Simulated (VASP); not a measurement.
A run of VASP 6.6.1:

The input INCAR:

```
PREC = Accurate
ENCUT = 520
EDIFF = 1E-6
ISMEAR = 0
SIGMA = 0.01
LREAL = False
LASPH = True
NELM = 60
ALGO = Normal
ISIF = 2
LWAVE = False
LCHARG = False
GGA = PE
NBANDS = 16
```

File KPOINTS:

```
regular mesh
0
Gamma
  6 6 6
```

The input POSCAR:

```
InP
1.0
    4.0417907808      0.0000000000      0.0000000000
    2.0208953904      3.5002934930      0.0000000000
    2.0208953904      1.1667644977      3.3001083534
In P
1 1
Direct
    0.0000000000      0.0000000000      0.0000000000
    0.2500000000      0.2500000000      0.2500000000
```

Potentials or basis: VASP PAW PBE potentials, release 64 (In_d, P).

Launch:

```console
$ cat potpaw_PBE.64/In_d/POTCAR potpaw_PBE.64/P/POTCAR > POTCAR
$ mpirun -np 1 vasp_std > vasp.out
```

Hardware: 1 thread of Intel Xeon 8259CL, on a shared host.

How long does it take, and how much memory?

Wall time 18 s on 1 thread of Intel Xeon 8259CL (shared host), peak memory 0.17 GiB. Counts: scf iterations 13, k points 16.
